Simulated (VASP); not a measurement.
# Cd (P6_3/mmc) in VASP: settings compared

Cd is run at these levels: r2SCAN, PBEsol, PBE; tasks: single point.

All numbers are computed with VASP 6.6.1; they aren't measurements. Logs are shortened: lines on timing, memory, paths and dates and some standing lists are left out, and cuts for length are marked.

## (1) The cell of the first run

It takes space group P6_3/mmc (No. 194, hexagonal). The conventional cell has a = 3.037 Å, b = 3.037 Å, c = 5.728 Å, α = 90.00°, β = 90.00°, γ = 120.00°. Cd (site symmetry -6m2) has 12 Cd at 3.04 to 3.36 Å within 4.0 Å.

## (2) Single point, r2SCAN

File POSCAR:

```
Cd
1.0
    3.0372940483      0.0000000000      0.0000000000
   -1.5186470242      2.6303738046      0.0000000000
    0.0000000000      0.0000000000      5.7278279719
Cd
2
Direct
    0.6666666667      0.3333333333      0.7500000000
    0.3333333333      0.6666666667      0.2500000000
```

File INCAR.step1:

```
SYSTEM = Cd
PREC     = Accurate       ! precision mode
ENCUT    = 520            ! plane-wave cutoff, eV
ISMEAR   = -1             ! smearing method
SIGMA    = 0.05           ! smearing width, eV
LREAL    = .FALSE.        ! projectors in reciprocal space
LASPH    = .TRUE.         ! aspherical terms in the spheres
NELM     = 60             ! most SCF steps
NBANDS   = 19             ! bands
GGA      = PE             ! functional
ALGO     = Normal         ! electronic algorithm
EDIFF    = 1E-4           ! SCF threshold, eV
LWAVE    = .TRUE.         ! write WAVECAR
LCHARG   = .FALSE.        ! write CHGCAR
```

File INCAR.step2:

```
SYSTEM = Cd
PREC     = Accurate       ! precision mode
ENCUT    = 520            ! plane-wave cutoff, eV
EDIFF    = 1E-6           ! SCF threshold, eV
ISMEAR   = -1             ! smearing method
SIGMA    = 0.05           ! smearing width, eV
LREAL    = .FALSE.        ! projectors in reciprocal space
LASPH    = .TRUE.         ! aspherical terms in the spheres
NELM     = 60             ! most SCF steps
ALGO     = Normal         ! electronic algorithm
ISIF     = 2              ! what is computed and relaxed
LWAVE    = .FALSE.        ! write WAVECAR
LCHARG   = .FALSE.        ! write CHGCAR
METAGGA  = R2SCAN         ! meta-GGA
LMIXTAU  = .TRUE.       
NBANDS   = 19             ! bands
ISTART   = 1
```

File KPOINTS:

```
Automatic mesh
0
G
  10 10 5
  0 0 0
```

Potentials or basis: VASP PAW PBE potentials, release 64 (Cd).

Launch:

```sh
$ cat potpaw_PBE.64/Cd/POTCAR > POTCAR
$ cp INCAR.step1 INCAR
$ mpirun -np 1 vasp_std > vasp.out
$ cp INCAR.step2 INCAR
$ mpirun -np 1 vasp_std > vasp.out
```

OUTCAR:

```text
SYSTEM = Cd
   PREC = Accurate
   ENCUT = 520
   EDIFF = 1E-6
   ISMEAR = -1
   LREAL = .FALSE.
   LASPH = .TRUE.
   NELM = 60
   ISIF = 2
   METAGGA = R2SCAN
   ISTART = 1

 ion  position               nearest neighbor table
   1  0.667  0.333  0.750-   2 3.36   2 3.36   2 3.36   2 3.36   2 3.36   2 3.36
   2  0.333  0.667  0.250-   1 3.36   1 3.36   1 3.36   1 3.36   1 3.36   1 3.36

  LATTYP: Found a hexagonal cell.
 ALAT       =     3.0372940483
 C/A-ratio  =     1.8858325473

  Lattice vectors:

 A1 = (   3.0372940483,   0.0000000000,   0.0000000000)
 A2 = (  -1.5186470242,   2.6303738046,   0.0000000000)
 A3 = (   0.0000000000,   0.0000000000,   5.7278279719)

Analysis of symmetry for initial positions (statically):
=====================================================================
 Subroutine PRICEL returns:
 Original cell was already a primitive cell.

 Routine SETGRP: Setting up the symmetry group for a
 hexagonal supercell.

 Subroutine GETGRP returns: Found 24 space group operations
 (whereof 12 operations were pure point group operations)
 out of a pool of 24 trial point group operations.

The static configuration has the point symmetry D_3d.
 The point group associated with its full space group is D_6h.

Analysis of symmetry for dynamics (positions and initial velocities):
=====================================================================
 Subroutine PRICEL returns:
 Original cell was already a primitive cell.

 Routine SETGRP: Setting up the symmetry group for a
 hexagonal supercell.

 Subroutine GETGRP returns: Found 24 space group operations
 (whereof 12 operations were pure point group operations)
 out of a pool of 24 trial point group operations.

The dynamic configuration has the point symmetry D_3d.
 The point group associated with its full space group is D_6h.

 Subroutine INISYM returns: Found 24 space group operations
 (whereof 12 operations are pure point group operations),
 and found     1 'primitive' translations

----------------------------------------------------------------------------------------

                                     Primitive cell

  volume of cell :      45.7609

  direct lattice vectors                    reciprocal lattice vectors
     3.037294048  0.000000000  0.000000000     0.329240430  0.190087051  0.000000000
    -1.518647024  2.630373805  0.000000000     0.000000000  0.380174102  0.000000000
     0.000000000  0.000000000  5.727827972     0.000000000  0.000000000  0.174586249

  length of vectors
     3.037294048  3.037294048  5.727827972     0.380174102  0.380174102  0.174586249

  position of ions in fractional coordinates (direct lattice)
     0.666666667  0.333333333  0.750000000
     0.333333333  0.666666667  0.250000000

  ion indices of the primitive-cell ions
   primitive index   ion index
                 1           1
                 2           2

----------------------------------------------------------------------------------------

 KPOINTS: Automatic mesh

Automatic generation of k-mesh.
 Grid dimensions read from file:
 generate k-points for:   10   10    5

 Generating k-lattice:

  Cartesian coordinates                     Fractional coordinates (reciprocal lattice)
     0.032924043  0.019008705  0.000000000     0.100000000  0.000000000  0.000000000
     0.000000000  0.038017410  0.000000000     0.000000000  0.100000000  0.000000000
     0.000000000  0.000000000  0.034917250     0.000000000  0.000000000  0.200000000

  Length of vectors
     0.038017410  0.038017410  0.034917250

  Shift w.r.t. Gamma in fractional coordinates (k-lattice)
     0.000000000  0.000000000  0.000000000

 Subroutine IBZKPT returns following result:
 ===========================================

 Found     42 irreducible k-points:

 Following reciprocal coordinates:
            Coordinates               Weight
  0.000000  0.000000  0.000000      1.000000
  0.100000  0.000000  0.000000      6.000000
  0.200000  0.000000  0.000000      6.000000
  0.300000  0.000000  0.000000      6.000000
  0.400000 -0.000000  0.000000      6.000000
  0.500000  0.000000  0.000000      3.000000
[... 16 lines left out ...]
  0.300000  0.100000  0.200000     24.000000
  0.400000  0.100000  0.200000     24.000000
 [... further k-points ...]
   k-points           NKPTS =     42   k-points in BZ     NKDIM =     42   number of bands    NBANDS=     19
   number of dos      NEDOS =    301   number of ions     NIONS =      2
   total plane-waves  NPLWV =  27648
   dimension x,y,z NGX =    24 NGY =   24 NGZ =   48
   dimension x,y,z NGXF=    48 NGYF=   48 NGZF=   96
   ions per type =               2
   NGX,Y,Z   is equivalent  to a cutoff of  13.14, 13.14, 13.93 a.u.
   NGXF,Y,Z  is equivalent  to a cutoff of  26.27, 26.27, 27.86 a.u.
 SYSTEM =  Cd
   PREC   = accura    normal or accurate (medium, high low for compatibility)
   ISTART =      1    job   : 0-new  1-cont  2-samecut
   ICHARG =      0    charge: 1-file 2-atom 10-const
   ISPIN  =      1    spin polarized calculation?
   LNONCOLLINEAR =      F non collinear calculations
   LSORBIT =      F    spin-orbit coupling
   LASPH  =      T    aspherical Exc in radial PAW
   ENCUT  =  520.0 eV  38.22 Ry    6.18 a.u.   5.65  5.65 10.65*2*pi/ulx,y,z
   NELM   =     60;   NELMIN=  2; NELMDL=  0     # of ELM steps
   EDIFF  = 0.1E-05   stopping-criterion for ELM
   LREAL  =      F    real-space projection
   EDIFFG = 0.1E-04   stopping-criterion for IOM
   NSW    =      0    number of steps for IOM
   IBRION =     -1    ionic relax: 0-MD 1-quasi-New 2-CG
   NFREE  =      0    steps in history (QN), initial steepest desc. (CG)
   ISIF   =      2    stress and relaxation
   ISYM   =      2    0-nonsym 1-usesym 2-fastsym
   POTIM  = 0.5000    time-step for ionic-motion
   TEBEG  =    0.0;   TEEND  =   0.0 temperature during run
   PSTRESS=    0.0 pullay stress
   NELECT =      24.0000    total number of electrons
   NUPDOWN=      -1.0000    fix difference up-down
   EMIN   =  10.00;   EMAX   =-10.00  energy-range for DOS
   EFERMI =   0.00;   METHOD = LEGACY
   ISMEAR =    -1;   SIGMA  =   0.05  broadening in eV -4-tet -1-fermi 0-gaus
   EFERMI_NEDOS =   21; number of points for ismear=-14 and -15
   IALGO  =     38    algorithm
   IMIX   =      4    mixing-type and parameters
     AMIX     =   0.40;   BMIX     =  1.00
     AMIX_MAG =   1.60;   BMIX_MAG =  1.00
  volume/ion in A,a.u.               =      22.88       154.40
  Fermi-wavevector in a.u.,A,eV,Ry     =   1.320223  2.494859 23.714786  1.742988
  Thomas-Fermi vector in A             =   2.450064
   LORBIT       =      0    0 simple, 1 ext, 2 COOP (PROOUT), +10 PAW based schemes
   METAGGA = R2SCAN    functional components
   LHFCALC =     F    Hartree Fock is set to
   AEXX    =    0.0000 exact exchange contribution
   IVDW    =     0    specifies the selected vdW correction
   LEPSILON=     F    determine dielectric tensor
   LRPA    =     F    only Hartree local field effects (RPA)
 non-spin polarized calculation
  energy-cutoff  :      520.00
  volume of cell :       45.76
 maximum number of plane-waves:      1252
 NGX is ok and might be reduce to    24
   NGX = 11   NGY = 11   NGZ = 21

 number of electron      23.9999996 magnetization

 Free energy of the ion-electron system (eV)
  ---------------------------------------------------
  ext. energy  EPLUGINS =         0.00000000
  ---------------------------------------------------
  free energy    TOTEN  =       -40.19664213 eV

  energy without entropy =      -40.19495406  energy(sigma->0) =      -40.19579810

 E-fermi :   2.4321     XC(G=0): -11.4629

 val. band max:        2.4313180815   @ k =   0.4000  -0.0000   0.0000
 cond. band min:       2.5634972240   @ k =   0.3000   0.0000   0.0000
 fundamental gap:      0.1321791425
 Fermi energy:         2.4320776673

 k-point     1 :       0.0000    0.0000    0.0000
  band No.  band energies     occupation
      1      -7.6016      2.00000
      2      -7.3598      2.00000
      3      -7.0143      2.00000
      4      -7.0143      2.00000
      5      -6.9688      2.00000
      6      -6.9688      2.00000
[... 11 lines left out ...]
     18      17.5407      0.00000
     19      18.5382      0.00000

 k-point     2 :       0.1000    0.0000    0.0000
  band No.  band energies     occupation
      1      -7.5133      2.00000
      2      -7.2896      2.00000
      3      -7.0453      2.00000
      4      -6.9966      2.00000
      5      -6.9303      2.00000
      6      -6.8878      2.00000
[... 11 lines left out ...]
     18      17.4190      0.00000
     19      18.8328      0.00000

 k-point     3 :       0.2000    0.0000    0.0000
  band No.  band energies     occupation
      1      -7.4291      2.00000
      2      -7.2077      2.00000
      3      -7.0994      2.00000
      4      -6.9161      2.00000
      5      -6.8447      2.00000
      6      -6.7038      2.00000
[... 11 lines left out ...]
     18      15.8948      0.00000
     19      16.1240      0.00000

 k-point     4 :       0.3000    0.0000    0.0000
  band No.  band energies     occupation
      1      -7.5506      2.00000
      2      -7.3520      2.00000
      3      -7.1219      2.00000
      4      -6.9113      2.00000
      5      -6.8081      2.00000
      6      -6.7298      2.00000
[... 11 lines left out ...]
     18      15.6032      0.00000
     19      16.2523      0.00000

 k-point     5 :       0.4000   -0.0000    0.0000
  band No.  band energies     occupation
      1      -7.6817      2.00000
      2      -7.4892      2.00000
      3      -7.3248      2.00000
      4      -6.9311      2.00000
      5      -6.7872      2.00000
      6      -6.7619      2.00000
[... 11 lines left out ...]
     18      15.3068      0.00000
     19      15.8900      0.00000
[... 334 lines left out ...]
      2      -7.2174      2.00000
      3      -7.0963      2.00000
      4      -7.0588      2.00000
      5      -6.8080      2.00000
      6      -6.7644      2.00000
[... 11 lines left out ...]
     18      15.6528      0.00000
     19      18.5787      0.00000

 k-point    22 :       0.2000    0.1000    0.2000
  band No.  band energies     occupation
      1      -7.3680      2.00000
      2      -7.2087      2.00000
      3      -7.1168      2.00000
      4      -6.9992      2.00000
      5      -6.9094      2.00000
      6      -6.7755      2.00000
[... 11 lines left out ...]
     18      14.2123      0.00000
     19      16.2338      0.00000

 k-point    23 :       0.3000    0.1000    0.2000
  band No.  band energies     occupation
      1      -7.5099      2.00000
      2      -7.3631      2.00000
      3      -7.2410      2.00000
      4      -7.0270      2.00000
      5      -6.8088      2.00000
      6      -6.7097      2.00000
[... 11 lines left out ...]
     18      13.1923      0.00000
     19      15.1053      0.00000

 k-point    24 :       0.4000    0.1000    0.2000
  band No.  band energies     occupation
      1      -7.6025      2.00000
      2      -7.4653      2.00000
      3      -7.3485      2.00000
      4      -7.0772      2.00000
      5      -6.8222      2.00000
      6      -6.6147      2.00000
[... 11 lines left out ...]
     18      12.6283      0.00000
     19      16.0693      0.00000

 [... further k-points ...]

------------------------ aborting loop because EDIFF is reached ----------------------------------------

  FORCE on cell =-STRESS in cart. coord.  units (eV):
  Direction    XX          YY          ZZ          XY          YZ          ZX
  --------------------------------------------------------------------------------------
  -------------------------------------------------------------------------------------
  Total       -0.7339255     -0.7339255     -0.4336224      0.0000000     -0.0000000     -0.0000000
  in kB      -25.6961646    -25.6961646    -15.1819669      0.0000000     -0.0000000     -0.0000000
  external PRESSURE =     -22.1914320 kB  Pullay stress =       0.0000000 kB

 VOLUME and BASIS-vectors are now :
 -----------------------------------------------------------------------------
  energy-cutoff  :      520.00
  volume of cell :       45.76
      direct lattice vectors                 reciprocal lattice vectors
     3.037294048  0.000000000  0.000000000     0.329240430  0.190087051  0.000000000
    -1.518647024  2.630373805  0.000000000     0.000000000  0.380174102  0.000000000
     0.000000000  0.000000000  5.727827972     0.000000000  0.000000000  0.174586249

 POSITION                                       TOTAL-FORCE (eV/Angst)
 -----------------------------------------------------------------------------------
      1.51865      0.87679      4.29587         0.000000      0.000000      0.000000
     -0.00000      1.75358      1.43196        -0.000000      0.000000      0.000000
 -----------------------------------------------------------------------------------
    total drift:                               -0.000000      0.000000      0.000000

  FREE ENERGIE OF THE ION-ELECTRON SYSTEM (eV)
  ---------------------------------------------------
  free  energy   TOTEN  =       -40.1966421321 eV

  energy  without entropy=      -40.1949540621  energy(sigma->0) =      -40.19579810
```

It took 73 s on 1 thread of Intel Xeon Platinum 8488C (Sapphire Rapids), shared host; peak memory 0.18 GiB.

Results:

```
Free energy            : -40.1966 eV
Pressure               : -2.2 GPa
Band gap on the k mesh : zero (bands 12 and 13 overlap by 3.86 eV)
```

Caveat: the PAW data sets were made with another functional, which shifts forces and pressure a little.

## (3) Single point, PBEsol, non-collinear spin, zero start, spin-orbit coupling

This run uses another cell than the first one, of 21.59 Å³/atom.

File INCAR:

```
PREC     = Accurate       # precision mode
ENCUT    = 520            # plane-wave cutoff, eV
EDIFF    = 1E-7           # SCF threshold, eV
ISMEAR   = -1             # smearing method
SIGMA    = 0.05           # smearing width, eV
LREAL    = False          # projectors in reciprocal space
LASPH    = True           # aspherical terms in the spheres
NELM     = 150            # most SCF steps
ALGO     = Normal         # electronic algorithm
ISIF     = 2              # what is computed and relaxed
LWAVE    = False          # write WAVECAR
LCHARG   = False          # write CHGCAR
MAGMOM   = 0 0 0 0 0 0    # initial moments
LORBIT   = 11             # projections on sites
LSORBIT  = True           # spin-orbit coupling
GGA_COMPAT= False        
LORBMOM  = True         
GGA      = PS             # functional
NBANDS   = 36             # bands
```

File KPOINTS:

```
Automatic mesh
0
Gamma
  10 10 5
```

File POSCAR:

```
Cd
1.0
    2.9788700000      0.0000000000      0.0000000000
   -1.4894350000      2.5797770946      0.0000000000
    0.0000000000      0.0000000000      5.6176500000
Cd
2
Direct
    0.6666666667      0.3333333333      0.7500000000
    0.3333333333      0.6666666667      0.2500000000
```

Potentials or basis: VASP PAW PBE potentials, release 64 (Cd).

Launch:

```sh
$ cat potpaw_PBE.64/Cd/POTCAR > POTCAR
$ mpirun -np 1 vasp_ncl > vasp.out
```

It took 70 s on 1 thread of Intel Xeon Platinum 8488C (Sapphire Rapids), shared host; peak memory 0.3 GiB.

Results (log left out):

- Free energy: -2.4701 eV
- Pressure: -1.3 GPa
- Net moment: 0.00 μB per cell
- Valence electrons inside the program's atomic spheres: Cd 10.31

Stress tensor (GPa, compression positive):
```
-1.09  0.00  0.00
 0.00 -1.09  0.00
 0.00  0.00 -1.83
```

Moments on the atoms (μB; x, y, z):
```
Cd  0.00 0.00 0.00
Cd  0.00 0.00 0.00
```

Caveat: the PAW data sets were made with another functional, which shifts forces and pressure a little.

## (4) Single point, PBE

This run uses another cell than the first one, of 21.59 Å³/atom.

File INCAR:

```
PREC     = Accurate       # precision mode
ENCUT    = 520            # plane-wave cutoff, eV
EDIFF    = 1E-6           # SCF threshold, eV
ISMEAR   = -1             # smearing method
SIGMA    = 0.05           # smearing width, eV
LREAL    = F              # projectors in reciprocal space
LASPH    = T              # aspherical terms in the spheres
NELM     = 60             # most SCF steps
ALGO     = Normal         # electronic algorithm
ISIF     = 2              # what is computed and relaxed
LWAVE    = F              # write WAVECAR
LCHARG   = F              # write CHGCAR
GGA      = PE             # functional
NBANDS   = 19             # bands
```

File KPOINTS:

```
regular mesh
0
Gamma
  7 7 4
```

POSCAR is that of step 3.

Launch:

```sh
$ cat potpaw_PBE.64/Cd/POTCAR > POTCAR
$ mpirun -np 1 vasp_std > vasp.out
```

It took 21 s on 1 thread of Oxide Virtual Turin-like, shared host; peak memory 0.13 GiB.

It converged, with:

- Free energy: -1.5226 eV
- Pressure: 3.0 GPa
- Band gap on the k mesh: zero (bands 12 and 13 overlap by 4.32 eV)

Stress tensor (GPa, compression positive):
```
3.62 0.00 0.00
0.00 3.62 0.00
0.00 0.00 1.63
```

Levels at points of the mesh, in eV from the Fermi level:
| k point | band 9 | band 10 | band 11 | band 12 | band 13 | band 14 | band 15 | band 16 |
| --- | --- | --- | --- | --- | --- | --- | --- | --- |
| (0.00, 0.00, 0.00) | -8.67 | -8.42 | -8.42 | -2.97 | -2.95 | 10.64 | 14.54 | 14.96 |
| (0.00, 0.00, 0.50) | -8.53 | -8.53 | -7.30 | -7.30 | 3.79 | 3.79 | 14.86 | 14.86 |

## (5) Single point, PBE

This run uses another cell than the first one, of 21.59 Å³/atom.

File INCAR:

```
PREC = Accurate
ENCUT = 520
EDIFF = 1E-7
ISMEAR = -1
SIGMA = 0.05
LREAL = F
LASPH = T
NELM = 100
ALGO = Normal
ISIF = 2
LWAVE = F
LCHARG = F
GGA = PE
NBANDS = 19
```

File KPOINTS:

```
Automatic mesh
0
Gamma
  9 9 4
```

POSCAR is that of step 4.

Launch:

```sh
$ cat potpaw_PBE.64/Cd/POTCAR > POTCAR
$ mpirun -np 1 vasp_std > vasp.out
```

It took 31 s on 1 thread of Oxide Virtual Turin-like, shared host; peak memory 0.13 GiB.

The run converged. Its results:

- Free energy: -1.4344 eV
- Pressure: 3.7 GPa
- Band gap on the k mesh: zero (bands 12 and 13 overlap by 4.07 eV)

Stress tensor (GPa, compression positive):
```
3.58 0.00 0.00
0.00 3.58 0.00
0.00 0.00 3.97
```

Levels at points of the mesh, in eV from the Fermi level:
```
           k point  band 8  band 9  band 10  band 11  band 12  band 13  band 14  band 15  band 16  band 17
(0.00, 0.00, 0.00)   -8.98   -8.98    -8.73    -8.73    -3.28    -3.27    10.32    14.22    14.64    14.64
(0.00, 0.00, 0.50)   -8.84   -8.84    -8.84    -7.62    -7.62     3.47     3.47    14.55    14.55    15.59
```

Caveat: the cell stands under pressure.

(Part 1 of 2 ends here.)
